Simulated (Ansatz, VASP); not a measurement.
# Rh in VASP and in Ansatz

```
Rh
1.0
     3.68886    0.00000    0.00000
     0.00000    3.68886    0.00000
     0.00000    0.00000    3.68886
Rh
3
Direct
  0.50000 0.00000 0.00000
  0.00000 0.50000 0.00000
  0.00000 0.00000 0.50000
```

Alike in both runs: functional PBE; k mesh 6 × 6 × 6; occupations gaussian, width 0.1 eV; no spin polarisation.

Ansatz relaxed the structure, and its values are those at the end. VASP's run is a single point on that final structure, the one shown.

|  | VASP | Ansatz |
| --- | --- | --- |
| version | VASP 6.6.1 | Ansatz 0.2.0 |
| potentials or method | VASP PAW PBE potentials, release 64 (Rh_pv), cutoff 500 eV | scalar-relativistic, plane waves, PAW |
| valence electrons in the cell | 45 | 51 |

|  | VASP | Ansatz | Ansatz less VASP |
| --- | --- | --- | --- |
| gap on the k mesh at the Fermi level (eV) | none | none | - |
| pressure (GPa) | 0.1 | 0.0 | -0.08 |

A gap of «none» marks a metal or a gap that the smearing closes. VASP's potentials hold 45 valence electrons a cell and Ansatz's 51, so a difference there can come from the potentials and not from the codes.
